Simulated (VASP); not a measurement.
Here is a VASP 6.6.1 calculation.

INCAR

```
SYSTEM = AlCd2O
ALGO = Normal
EDIFF = 1E-6
EDIFFG = -0.04
ENCUT = 600
GGA = PE
IBRION = 2
ISIF = 3
ISMEAR = 0
LASPH = .TRUE.
LCHARG = .FALSE.
LREAL = .FALSE.
LWAVE = .FALSE.
NELM = 80
NSW = 90
PREC = Accurate
SIGMA = 0.1
```

Contents of KPOINTS:

```
k-points
0
G
  6 6 4
  0 0 0
```

Contents of POSCAR:

```
AlCd2O
1.0
    1.7157833111     -5.2470728069      0.0000000000
    1.7157833111      5.2470728069      0.0000000000
    0.0000000000      0.0000000000      5.3855285726
Al Cd O
1 2 1
Direct
    0.5000000000      0.5000000000      0.0000000000
    0.6375753962      0.3624246038      0.5000000000
    0.3624246038      0.6375753962      0.5000000000
    0.0000000000      0.0000000000      0.0000000000
```

Potentials or basis: VASP PAW PBE potentials, release 64 (Al, Cd, O).

The run is started by

```console
$ cat potpaw_PBE.64/Al/POTCAR potpaw_PBE.64/Cd/POTCAR potpaw_PBE.64/O/POTCAR > POTCAR
$ mpirun -np 1 vasp_std > vasp.out
```

(1) Predict the relaxed volume.

(2) What does it give for the relaxed cell?

(3) Estimate the space group after relaxing (to 0.05 Å).

Results:

(1) 24.41 Å³/atom.

(2) a = 5.544 Å, b = 5.544 Å, c = 5.414 Å, α = 90.00°, β = 90.00°, γ = 144.07°.

(3) Cmmm (No. 65).

Caveat: an odd number of electrons without spin polarisation forces a metal; a magnetic or distorted state may lie lower.
